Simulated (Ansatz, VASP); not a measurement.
## Two plane-wave programs on MgO

The input INCAR:

```
SYSTEM = MgO
PREC = Accurate ; ENCUT = 840
EDIFF = 1E-6 ; ISMEAR = 0
SIGMA = 0.01 ; LREAL = .False.
LASPH = .True. ; NELM = 120
ALGO = Normal ; ISIF = 2
LWAVE = .False. ; LCHARG = .True.
GGA = B5 ; ALDAX = 1.0
AGGAX = 1.0 ; AGGAC = 1.0
ALDAC = 0.0 ; LELF = .True.
LVHAR = .True. ; NBANDS = 24
GGA_COMPAT = .False.
```

KPOINTS

```
regular mesh
0
Gamma
  6 6 4
  0 0 0
```

The input POSCAR:

```
MgO
1.0
    3.4863800000      0.0000000000      0.0000000000
   -1.7431900000      3.0192936472      0.0000000000
    0.0000000000      0.0000000000      4.1780400000
Mg O
2 2
Direct
    0.6666666667      0.3333333333      0.7500000000
    0.3333333333      0.6666666667      0.2500000000
    0.6666666667      0.3333333333      0.2500000000
    0.3333333333      0.6666666667      0.7500000000
```

Input for Ansatz:

```yaml
crystal:
  lattice:
    a: 3.48638
    b: 3.48638
    c: 4.17804
    alpha: 90.0
    beta: 90.0
    gamma: 120.0
  space_group: 194
  atoms:
    - { symbol: Mg, position: [0.6666666666666666, 0.3333333333333333, 0.75] }
    - { symbol: O, position: [0.6666666666666666, 0.3333333333333333, 0.25] }
basis:
  ecutwfc: 450.0
kpoints:
  mp_grid:
    grid: [6, 6, 4]
    shift: [0.0, 0.0, 0.0]
hamiltonian:
  xc: blyp
  pseudopotentials:
    kind: paw
scf:
  occupations:
    method: fixed
output:
  stress: true
  eigenvalues: true
```

Alike in both runs: task single point; functional BLYP; k mesh 6 × 6 × 4; no spin polarisation.

```csv
,VASP,Ansatz
version,VASP 6.6.1,Ansatz 0.2.0
potentials or method,"VASP PAW PBE potentials, release 64 (Mg_sv, O), cutoff 840 eV","plane waves, PAW"
occupations,"gaussian, width 0.01 eV",fixed
valence electrons in the cell,32,32
```

Ansatz gave:

| Quantity | Value |
| --- | --- |
| gap on the k mesh at the Fermi level (eV) | 3.72 |
| pressure (GPa) | 6.2 |
| traceless stress, the component that is largest in VASP (GPa) | 1.03 |

Q: Estimate VASP's values.

A: gap on the k mesh at the Fermi level (eV): 3.72; pressure (GPa): 6.5; traceless stress, the component that is largest in VASP (GPa): 0.95.

VASP's potentials were made for PBE, not for BLYP.
